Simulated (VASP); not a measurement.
## Zn4SeS3: single point with PBE+D4

Crystal: Zn4SeS3.

```
Zn Se S
1.0
     3.93490    0.00000    0.00000
    -1.96745    3.40772    0.00000
     0.00000    0.00000   12.90662
Zn Se S
4 1 3
Cartesian
  1.9674 1.1359 -0.0001
  1.9674 1.1359 6.5972
  0.0000 0.0000 3.1543
  0.0000 0.0000 9.7463
  0.0000 0.0000 5.6640
  1.9674 1.1359 2.3879
  1.9674 1.1359 8.9743
  0.0000 0.0000 12.1339
```

```json
{
 "Program": "VASP 6.6.1",
 "Task": "single point",
 "Functional": "PBE",
 "Dispersion": "D4",
 "Potentials or basis": "VASP PAW PBE potentials, release 64 (Zn, Se, S)",
 "Cutoff": "500 eV",
 "k mesh": "12 × 12 × 2",
 "Occupations": "gaussian, width 0.02 eV",
 "Spin": "no spin polarisation"
}
```

The pressure is -4.0 GPa. The largest force is 0.006 eV/Å, the band gap on the k mesh is 1.40 eV and the dispersion energy per atom is -0.290 eV.

Forces on the atoms (eV/Å):
```
Zn   0.000  0.000  0.002
Zn   0.000  0.000  0.000
Zn   0.000  0.000 -0.006
Zn   0.000  0.000  0.003
Se   0.000  0.000  0.000
S    0.000  0.000  0.001
S    0.000  0.000  0.002
S    0.000  0.000 -0.002
```

Levels at points of the mesh, in eV from the valence-band top:
```csv
k point,band 32,band 33,band 34,band 35,band 36,band 37,band 38,band 39,band 40,band 41
"(0.00, 0.00, 0.00)",-0.68,-0.68,-0.39,0.00,0.00,1.40,2.44,2.76,3.12,5.86
"(0.50, 0.00, 0.00)",-1.89,-1.88,-1.65,-1.64,-0.96,3.03,3.06,3.25,3.61,4.70
"(0.00, 0.00, 0.50)",-1.00,-0.62,-0.62,-0.01,-0.01,2.27,2.33,2.49,2.92,5.69
"(0.50, 0.00, 0.50)",-2.10,-1.66,-1.48,-1.46,-1.02,2.95,2.96,3.27,3.45,5.16
```

Wall time 7.4 min on 1 thread of Oxide Virtual Turin-like Processor (shared host), peak memory 0.4 GiB.

Caveat: the cell stands under tension. A k mesh can miss the band edges.
